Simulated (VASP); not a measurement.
Wanted: the native input for a VASP 6.6.1 run.

| Property | Result |
| --- | --- |
| Task | relaxation of cell and atoms |
| Functional | r2SCAN |
| Potentials or basis | VASP PAW PBE potentials, release 64 (Hf_pv, B) |
| Cutoff | 600 eV |
| k mesh | 10 × 10 × 10 |
| Occupations | fermi-dirac, width 0.05 eV |
| Spin | no spin polarisation |
| Hubbard terms | Hf d U = 3.0 eV |
| Dipole correction | no |
| Further INCAR settings | ALGO = Normal; EDIFF = 1e-06; IBRION = 2; EDIFFG = -0.01; NSW = 60; ISIF = 3 |

The system is HfB.

```
Hf B
1.0
     0.00000    2.31000    2.31000
     2.31000    0.00000    2.31000
     2.31000    2.31000    0.00000
Hf B
1 1
Cartesian
  2.3100 2.3100 2.3100
  0.0000 0.0000 0.0000
```

One way to write it, as run:

POSCAR

```
HfB
1.0
    0.0000000000      2.3100000000      2.3100000000
    2.3100000000      0.0000000000      2.3100000000
    2.3100000000      2.3100000000      0.0000000000
Hf B
1 1
Direct
    0.5000000000      0.5000000000      0.5000000000
    0.0000000000      0.0000000000      0.0000000000
```

INCAR.step1

```
SYSTEM = HfB
ALGO = Normal
EDIFF = 1E-4
ENCUT = 600
GGA = PE
ISMEAR = -1
LASPH = .TRUE.
LCHARG = .FALSE.
LDAU = .TRUE.
LDAUJ = 0 0
LDAUL = 2 -1
LDAUTYPE = 2
LDAUU = 3 0
LMAXMIX = 4
LREAL = .FALSE.
LWAVE = .TRUE.
NELM = 150
PREC = Accurate
SIGMA = 0.05
```

INCAR.step2

```
SYSTEM = HfB
ALGO = Normal
EDIFF = 1E-6
EDIFFG = -0.01
ENCUT = 600
IBRION = 2
ISIF = 3
ISMEAR = -1
ISTART = 1
LASPH = .TRUE.
LCHARG = .FALSE.
LDAU = .TRUE.
LDAUJ = 0 0
LDAUL = 2 -1
LDAUPRINT = 1
LDAUTYPE = 2
LDAUU = 3 0
LMAXMIX = 4
LMIXTAU = .TRUE.
LREAL = .FALSE.
LWAVE = .FALSE.
METAGGA = R2SCAN
NELM = 150
NSW = 60
PREC = Accurate
SIGMA = 0.05
```

KPOINTS

```
k-points
0
G
  10 10 10
  0 0 0
```

Potentials or basis: VASP PAW PBE potentials, release 64 (Hf_pv, B).

Command:

```sh
$ cat potpaw_PBE.64/Hf_pv/POTCAR potpaw_PBE.64/B/POTCAR > POTCAR
$ cp INCAR.step1 INCAR
$ mpirun -np 1 vasp_std > vasp.out
$ cp INCAR.step2 INCAR
$ mpirun -np 1 vasp_std > vasp.out
```

Results of the run:

The relaxed volume is 14.70 Å³/atom, the relaxed cell is a = 3.464 Å, b = 3.464 Å, c = 3.464 Å, α = 60.00°, β = 60.00°, γ = 60.00° and the space group after relaxing (to 0.1 Å) is Fm-3m (No. 225). The energy gained by relaxing is 266.6 meV/atom and the ionic steps are 16. The pressure after relaxing is 0.0 GPa. The band gap on the k mesh is zero (an odd number of electrons rules out a gap without spin polarisation).

Caveat: the volume moved by over 15 % at a fixed basis, so the end points are rough; the PAW data sets were made with another functional, which shifts forces and pressure a little; spin-orbit coupling is left out, which moves the levels of the heavy elements; U without spin polarisation on a metal has little footing; the U is typed as a test and isn't derived for this compound.

It took 7.9 min on 1 thread of Intel(R) Xeon(R) 6975P-C (Granite Rapids), on a shared host, peak memory 0.18 GiB.
